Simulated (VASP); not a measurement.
The system is LaTe4.

```
La Te
1.0
     4.82638    0.00000    0.00000
     0.00000    4.82638    0.00000
     0.00000    0.00000    8.08259
La Te
1 4
Cartesian
  0.0000 0.0000 3.1984
  2.4132 0.0000 1.0961
  0.0000 2.4132 1.0961
  2.4132 2.4132 6.2033
  0.0000 0.0000 6.3548
```

```yaml
Program: VASP 6.6.1
Task: relaxation of cell and atoms
Functional: PBE
Potentials_or_basis: VASP PAW PBE potentials, release 64 (La, Te)
Cutoff: 600 eV
k_mesh: 4 × 4 × 2
Occupations: gaussian, width 0.1 eV
Spin: no spin polarisation
```

At the start: pressure -1.8 GPa; volume 37.66 Å³/atom.

Q: How do energy, volume and symmetry change on relaxing?

A: Over 22 steps the energy falls by 172.5 meV/atom and the volume is 36.53 Å³/atom (-3.0 %); space group P4mm (No. 99, to 0.05 Å).

The path:
```
step  energy change (eV)  largest force (eV/Å)  pressure (GPa)  volume (Å³)
   1              0.0000                0.7260           -1.77       188.28
   2             -0.2977                0.9033            0.32       177.02
   3             -0.3393                1.0899            1.57       172.33
   4             -0.4881                0.7701            0.45       175.62
   5             -0.4939                0.7494            0.27       176.30
   6             -0.5897                0.6670           -0.44       179.26
   7             -0.6277                0.5940           -0.95       182.40
   8             -0.6943                0.5059            0.10       178.79
   9             -0.7139                0.6566            1.18       175.54
  10             -0.7595                0.3686            1.01       176.38
  11             -0.8005                0.6940            0.70       178.38
  12             -0.8246                0.5156           -0.13       181.71
  13             -0.8295                0.4056           -0.66       184.06
  14             -0.8488                0.1823           -0.34       182.99
  15             -0.8529                0.0904           -0.13       182.30
  16             -0.8587                0.0766            0.14       181.23
  17             -0.8590                0.0806            0.23       180.89
  18             -0.8602                0.0711           -0.04       181.97
  19             -0.8602                0.0722           -0.02       181.85
  20             -0.8609                0.0622           -0.03       182.10
  21             -0.8619                0.0374           -0.14       182.83
  22             -0.8624                0.0308           -0.09       182.67
```

Final structure:
```cif
data_structure
_symmetry_space_group_name_H-M 'P 1'
_symmetry_Int_Tables_number 1
_cell_length_a 4.4990
_cell_length_b 4.4990
_cell_length_c 9.0249
_cell_angle_alpha 90.000
_cell_angle_beta 90.000
_cell_angle_gamma 90.000
_cell_volume 182.67
loop_
_atom_site_label
_atom_site_type_symbol
_atom_site_fract_x
_atom_site_fract_y
_atom_site_fract_z
_atom_site_occupancy
La1 La 0.00000 0.00000 0.43387 1
Te1 Te 0.50000 0.00000 0.17127 1
Te2 Te 0.00000 0.50000 0.17127 1
Te3 Te 0.50000 0.50000 0.67704 1
Te4 Te 0.00000 0.00000 0.76723 1
```

Caveat: the k points lie up to 0.35 Å⁻¹ apart in the final cell.
